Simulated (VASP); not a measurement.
# C (P6_3/mmc) in VASP: single point with r2SCAN0

Aim: the single point of C with r2SCAN0.

Everything below comes from runs of VASP 6.6.1. Logs are shortened: lines on timing, memory, paths and dates and some standing lists are left out, and cuts for length are marked.

## 1. The cell of the first run

The structure is hexagonal, space group P6_3/mmc (No. 194). Conventional cell: a = 2.456 Å, b = 2.456 Å, c = 7.011 Å, α = 90.00°, β = 90.00°, γ = 120.00°. Within 1.9 Å of C (site symmetry -6m2) lie 3 C at 1.42 Å. C (site symmetry -6m2) has 3 C at 1.42 Å within 1.9 Å.

## 2. Single point, r2SCAN0

POSCAR

```
C
1.0
    2.4559134469      0.0000000000      0.0000000000
   -1.2279567235      2.1268834345      0.0000000000
    0.0000000000      0.0000000000      7.0106290883
C
4
Direct
    1.0000000000      1.0000000000      0.2500000000
    0.0000000000      0.0000000000      0.7500000000
    0.3333333333      0.6666666667      0.2500000000
    0.6666666667      0.3333333333      0.7500000000
```

INCAR.step1

```
SYSTEM = C
  ALGO = Normal
  EDIFF = 1E-5
  ENCUT = 520
  GGA = PE
  ISIF = 2
  ISMEAR = -1
  LASPH = .True.
  LCHARG = .False.
  LREAL = .False.
  LWAVE = .True.
  NBANDS = 16
  NELM = 60
  PREC = Accurate
  SIGMA = 0.1
```

INCAR.step2

```
SYSTEM = C
  AEXX = 0.25
  ALGO = Normal
  EDIFF = 1E-6
  ENCUT = 520
  ISIF = 2
  ISMEAR = -1
  ISTART = 1
  LASPH = .True.
  LCHARG = .False.
  LHFCALC = .True.
  LMIXTAU = .True.
  LREAL = .False.
  LWAVE = .False.
  METAGGA = R2SCAN
  NBANDS = 16
  NELM = 60
  PREC = Accurate
  PRECFOCK = Normal
  SIGMA = 0.1
```

KPOINTS

```
k-points
0
Gamma
  8 8 3
  0 0 0
```

Potentials or basis: VASP PAW PBE potentials, release 64 (C).

Run with:

```bash
$ cat potpaw_PBE.64/C/POTCAR > POTCAR
$ cp INCAR.step1 INCAR
$ mpirun -np 1 vasp_std > vasp.out
$ cp INCAR.step2 INCAR
$ mpirun -np 1 vasp_std > vasp.out
```

OUTCAR:

```text
SYSTEM = C
   AEXX = 0.25
   EDIFF = 1E-6
   ENCUT = 520
   ISIF = 2
   ISMEAR = -1
   ISTART = 1
   LASPH = .True.
   LHFCALC = .True.
   LREAL = .False.
   METAGGA = R2SCAN
   NELM = 60
   PREC = Accurate
   PRECFOCK = Normal

 ion  position               nearest neighbor table
   1  0.000  0.000  0.250-   3 1.42   3 1.42   3 1.42
   2  0.000  0.000  0.750-   4 1.42   4 1.42   4 1.42
   3  0.333  0.667  0.250-   1 1.42   1 1.42   1 1.42
   4  0.667  0.333  0.750-   2 1.42   2 1.42   2 1.42

  LATTYP: Found a hexagonal cell.
 ALAT       =     2.4559134469
 C/A-ratio  =     2.8545912712

  Lattice vectors:

 A1 = (   2.4559134469,   0.0000000000,   0.0000000000)
 A2 = (  -1.2279567235,   2.1268834345,   0.0000000000)
 A3 = (   0.0000000000,   0.0000000000,   7.0106290883)

Analysis of symmetry for initial positions (statically):
=====================================================================
 Subroutine PRICEL returns:
 Original cell was already a primitive cell.

 Routine SETGRP: Setting up the symmetry group for a
 hexagonal supercell.

 Subroutine GETGRP returns: Found 24 space group operations
 (whereof 12 operations were pure point group operations)
 out of a pool of 24 trial point group operations.

The static configuration has the point symmetry D_3d.
 The point group associated with its full space group is D_6h.

Analysis of symmetry for dynamics (positions and initial velocities):
=====================================================================
 Subroutine PRICEL returns:
 Original cell was already a primitive cell.

 Routine SETGRP: Setting up the symmetry group for a
 hexagonal supercell.

 Subroutine GETGRP returns: Found 24 space group operations
 (whereof 12 operations were pure point group operations)
 out of a pool of 24 trial point group operations.

The dynamic configuration has the point symmetry D_3d.
 The point group associated with its full space group is D_6h.

 Subroutine INISYM returns: Found 24 space group operations
 (whereof 12 operations are pure point group operations),
 and found     1 'primitive' translations

----------------------------------------------------------------------------------------

                                     Primitive cell

  volume of cell :      36.6196

  direct lattice vectors                    reciprocal lattice vectors
     2.455913447  0.000000000  0.000000000     0.407180473  0.235085756  0.000000000
    -1.227956723  2.126883434  0.000000000     0.000000000  0.470171512  0.000000000
     0.000000000  0.000000000  7.010629088     0.000000000  0.000000000  0.142640552

  length of vectors
     2.455913447  2.455913447  7.010629088     0.470171512  0.470171512  0.142640552

  position of ions in fractional coordinates (direct lattice)
     0.000000000  0.000000000  0.250000000
     0.000000000  0.000000000  0.750000000
     0.333333333  0.666666667  0.250000000
     0.666666667  0.333333333  0.750000000

  ion indices of the primitive-cell ions
   primitive index   ion index
                 1           1
                 2           2
                 3           3
                 4           4

----------------------------------------------------------------------------------------

 KPOINTS: k-points

Automatic generation of k-mesh.
 Grid dimensions read from file:
 generate k-points for:    8    8    3

 Generating k-lattice:

  Cartesian coordinates                     Fractional coordinates (reciprocal lattice)
     0.050897559  0.029385719  0.000000000     0.125000000  0.000000000  0.000000000
     0.000000000  0.058771439  0.000000000     0.000000000  0.125000000  0.000000000
     0.000000000  0.000000000  0.047546851     0.000000000  0.000000000  0.333333333

  Length of vectors
     0.058771439  0.058771439  0.047546851

  Shift w.r.t. Gamma in fractional coordinates (k-lattice)
     0.000000000  0.000000000  0.000000000

 Subroutine IBZKPT returns following result:
 ===========================================

 Found     20 irreducible k-points:

 Following reciprocal coordinates:
            Coordinates               Weight
  0.000000  0.000000  0.000000      1.000000
  0.125000  0.000000  0.000000      6.000000
  0.250000  0.000000  0.000000      6.000000
  0.375000  0.000000  0.000000      6.000000
  0.500000  0.000000  0.000000      3.000000
  0.125000  0.125000  0.000000      6.000000
[... 12 lines left out ...]
  0.250000  0.250000  0.333333     12.000000
  0.375000  0.250000  0.333333     12.000000
   k-points           NKPTS =     20   k-points in BZ     NKDIM =    192   number of bands    NBANDS=     16
   number of dos      NEDOS =    301   number of ions     NIONS =      4
   total plane-waves  NPLWV =  17496
   dimension x,y,z NGX =    18 NGY =   18 NGZ =   54
   dimension x,y,z NGXF=    36 NGYF=   36 NGZF=  108
   ions per type =               4
   NGX,Y,Z   is equivalent  to a cutoff of  12.18, 12.18, 12.81 a.u.
   NGXF,Y,Z  is equivalent  to a cutoff of  24.37, 24.37, 25.61 a.u.
 SYSTEM =  C
   PREC   = accura    normal or accurate (medium, high low for compatibility)
   ISTART =      1    job   : 0-new  1-cont  2-samecut
   ICHARG =      0    charge: 1-file 2-atom 10-const
   ISPIN  =      1    spin polarized calculation?
   LNONCOLLINEAR =      F non collinear calculations
   LSORBIT =      F    spin-orbit coupling
   LASPH  =      T    aspherical Exc in radial PAW
   ENCUT  =  520.0 eV  38.22 Ry    6.18 a.u.   4.57  4.57 13.04*2*pi/ulx,y,z
   NELM   =     60;   NELMIN=  2; NELMDL=  0     # of ELM steps
   EDIFF  = 0.1E-05   stopping-criterion for ELM
   LREAL  =      F    real-space projection
   EDIFFG = 0.1E-04   stopping-criterion for IOM
   NSW    =      0    number of steps for IOM
   IBRION =     -1    ionic relax: 0-MD 1-quasi-New 2-CG
   NFREE  =      0    steps in history (QN), initial steepest desc. (CG)
   ISIF   =      2    stress and relaxation
   ISYM   =      3    0-nonsym 1-usesym 2-fastsym
   POTIM  = 0.5000    time-step for ionic-motion
   TEBEG  =    0.0;   TEEND  =   0.0 temperature during run
   PSTRESS=    0.0 pullay stress
   NELECT =      16.0000    total number of electrons
   NUPDOWN=      -1.0000    fix difference up-down
   EMIN   =  10.00;   EMAX   =-10.00  energy-range for DOS
   EFERMI =   0.00;   METHOD = LEGACY
   ISMEAR =    -1;   SIGMA  =   0.10  broadening in eV -4-tet -1-fermi 0-gaus
   EFERMI_NEDOS =   21; number of points for ismear=-14 and -15
   IALGO  =     38    algorithm
   IMIX   =      1    mixing-type and parameters
     AMIX     =   0.40;   BMIX     =  1.00
     AMIX_MAG =   1.60;   BMIX_MAG =  1.00
  volume/ion in A,a.u.               =       9.15        61.78
  Fermi-wavevector in a.u.,A,eV,Ry     =   1.242254  2.347519 20.996427  1.543194
  Thomas-Fermi vector in A             =   2.376616
   LORBIT       =      0    0 simple, 1 ext, 2 COOP (PROOUT), +10 PAW based schemes
   METAGGA = R2SCAN    functional components
   LHFCALC =     T    Hartree Fock is set to
   PRECFOCK=normal    Normal, Fast or Accurate (Low or Medium for compatibility)
   ENCUT4O =  -1.0   cutoff for four orbital integrals eV
   NKREDX  =     1    reduce k-point grid by
   NKREDY  =     1    reduce k-point grid by
   NKREDZ  =     1    reduce k-point grid by
   AEXX    =    0.2500 exact exchange contribution
   HFSCREEN=    0.0000 screening length (either q_TF or 0.3 A-1)
   HFSCREENC=   0.0000 screening length for correlation (either q_TF or 0.3 A-1)
   ENCUTFOCK=  -1.0 apply spherical cutoff to Coloumb kernel
   IVDW    =     0    specifies the selected vdW correction
   LEPSILON=     F    determine dielectric tensor
   LRPA    =     F    only Hartree local field effects (RPA)
 non-spin polarized calculation
  energy-cutoff  :      520.00
  volume of cell :       36.62
 maximum number of plane-waves:      1007
  NGX = 14; NGY = 14; NGZ = 40

 number of electron      15.9999995 magnetization

 Free energy of the ion-electron system (eV)
  ---------------------------------------------------
  ext. energy  EPLUGINS =         0.00000000
  ---------------------------------------------------
  free energy    TOTEN  =       -46.56959920 eV

  energy without entropy =      -46.56959891  energy(sigma->0) =      -46.56959906

 E-fermi :   4.3174     XC(G=0):  -8.4414

 val. band max:        2.9166378744   @ k =   0.3750   0.2500   0.0000
 cond. band min:       5.8046879941   @ k =   0.3750   0.2500   0.3333
 fundamental gap:      2.8880501196
 Fermi energy:         4.3173606888

 k-point     1 :       0.0000    0.0000    0.0000
  band No.  band energies     occupation
      1     -19.1570      2.00000
      2     -18.9317      2.00000
      3      -6.1779      2.00000
      4      -4.4117      2.00000
      5      -0.1983      2.00000
      6      -0.1983      2.00000
[... 8 lines left out ...]
     15      18.4196      0.00000
     16      18.6027      0.00000

 k-point     2 :       0.1250    0.0000    0.0000
  band No.  band energies     occupation
      1     -18.7362      2.00000
      2     -18.5162      2.00000
      3      -5.6548      2.00000
      4      -3.9114      2.00000
      5      -1.7901      2.00000
      6      -1.7555      2.00000
[... 8 lines left out ...]
     15      16.8834      0.00000
     16      17.1704      0.00000

 k-point     3 :       0.2500    0.0000    0.0000
  band No.  band energies     occupation
      1     -17.4844      2.00000
      2     -17.2799      2.00000
      3      -5.2567      2.00000
      4      -5.1839      2.00000
      5      -4.1035      2.00000
      6      -2.4932      2.00000
[... 8 lines left out ...]
     15      19.8903      0.00000
     16      19.9276      0.00000
[... 286 lines left out ...]
 k-point    19 :       0.2500    0.2500    0.3333
  band No.  band energies     occupation
      1     -14.2261      2.00000
      2     -14.1441      2.00000
      3      -8.8321      2.00000
      4      -8.8038      2.00000
      5      -6.8822      2.00000
      6      -6.8617      2.00000
[... 8 lines left out ...]
     15      18.5214      0.00000
     16      19.2370      0.00000

 k-point    20 :       0.3750    0.2500    0.3333
  band No.  band energies     occupation
      1     -12.0757      2.00000
      2     -12.0376      2.00000
      3     -10.9725      2.00000
      4     -10.9579      2.00000
      5      -7.7857      2.00000
      6      -7.7500      2.00000
[... 8 lines left out ...]
     15      18.8794      0.00000
     16      19.5310      0.00000

------------------------ aborting loop because EDIFF is reached ----------------------------------------

  FORCE on cell =-STRESS in cart. coord.  units (eV):
  Direction    XX          YY          ZZ          XY          YZ          ZX
  --------------------------------------------------------------------------------------
  -------------------------------------------------------------------------------------
  Total       -1.2292086     -1.2292086     -0.0096335      0.0000000     -0.0000000      0.0000000
  in kB      -53.7802041    -53.7802041     -0.4214837      0.0000000     -0.0000000      0.0000000
  external PRESSURE =     -35.9939639 kB  Pullay stress =       0.0000000 kB

 VOLUME and BASIS-vectors are now :
 -----------------------------------------------------------------------------
  energy-cutoff  :      520.00
  volume of cell :       36.62
      direct lattice vectors                 reciprocal lattice vectors
     2.455913447  0.000000000  0.000000000     0.407180473  0.235085756  0.000000000
    -1.227956723  2.126883434  0.000000000     0.000000000  0.470171512  0.000000000
     0.000000000  0.000000000  7.010629088     0.000000000  0.000000000  0.142640552

 POSITION                                       TOTAL-FORCE (eV/Angst)
 -----------------------------------------------------------------------------------
      0.00000      0.00000      1.75266         0.000000     -0.000000      0.000000
      0.00000      0.00000      5.25797         0.000000      0.000000      0.000000
     -0.00000      1.41792      1.75266         0.000000     -0.000000     -0.000000
      1.22796      0.70896      5.25797        -0.000000      0.000000      0.000000
 -----------------------------------------------------------------------------------
    total drift:                                0.000000      0.000000      0.000000

  FREE ENERGIE OF THE ION-ELECTRON SYSTEM (eV)
  ---------------------------------------------------
  free  energy   TOTEN  =       -46.5695991970 eV

  energy  without entropy=      -46.5695989147  energy(sigma->0) =      -46.56959906
```

It took 12 min on 1 thread of Intel Xeon Platinum 8488C (Sapphire Rapids), shared host; peak memory 0.16 GiB.

Results:

| Item | Value |
| --- | --- |
| Free energy | -46.5696 eV |
| Pressure | -3.6 GPa |

Caveat: the stress differs along the axes, from -5 to -0 GPa; the PAW data sets were made with another functional, which shifts forces and pressure a little.
